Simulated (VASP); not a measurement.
A run of VASP 6.6.1 is set up as follows.

The input POSCAR:

```
CuO
1.0
    2.3446500000     -1.7134000000      0.0000000000
    2.3446500000      1.7134000000      0.0000000000
   -0.8605500000      0.0000000000      5.0594400000
Cu O
2 2
Direct
    0.0032000000      0.4968000000      0.0000000000
    0.4968000000      0.0032000000      0.5000000000
    0.5714000000      0.4056000000      0.2537000000
    0.4056000000      0.5714000000      0.7537000000
```

INCAR.step1

```
ALGO = Normal ; EDIFF = 1E-4
ENCUT = 520 ; GGA = PE
ISMEAR = 0 ; LASPH = True
LCHARG = False ; LDAU = True
LDAUJ = 0 0 ; LDAUL = 2 -1
LDAUTYPE = 2 ; LDAUU = 4 0
LMAXMIX = 4 ; LREAL = False
LWAVE = True ; NBANDS = 25
NELM = 150 ; PREC = Accurate
SIGMA = 0.02
```

File INCAR.step2:

```
ALGO = Normal ; EDIFF = 1E-6
ENCUT = 520 ; ISIF = 2
ISMEAR = 0 ; ISTART = 1
LASPH = True ; LCHARG = False
LDAU = True ; LDAUJ = 0 0
LDAUL = 2 -1 ; LDAUPRINT = 1
LDAUTYPE = 2 ; LDAUU = 4 0
LMAXMIX = 4 ; LMIXTAU = True
LREAL = False ; LWAVE = False
METAGGA = R2SCAN ; NBANDS = 25
NELM = 150 ; PREC = Accurate
SIGMA = 0.02
```

The input KPOINTS:

```
k-points
0
Gamma
  10 10 6
```

Potentials or basis: VASP PAW PBE potentials, release 64 (Cu, O).

Command:

```bash
$ cat potpaw_PBE.64/Cu/POTCAR potpaw_PBE.64/O/POTCAR > POTCAR
$ cp INCAR.step1 INCAR
$ mpirun -np 1 vasp_std > vasp.out
$ cp INCAR.step2 INCAR
$ mpirun -np 1 vasp_std > vasp.out
```

Task: What does it give for the band gap on the k mesh?

Result: Zero (bands 17 and 18 overlap by 0.74 eV).

Task: Predict the pressure.

Result: -3.3 GPa.

Task: What does it give for the largest force?

Result: 0.698 eV/Å.

Forces on the atoms (eV/Å):
```
Cu  -0.577  0.316  0.232
Cu  -0.577 -0.316  0.232
O    0.577  0.245 -0.232
O    0.577 -0.245 -0.232
```

Caveat: the cell stands under tension; the PAW data sets were made with another functional, which shifts forces and pressure a little; U without spin polarisation on a metal has little footing.
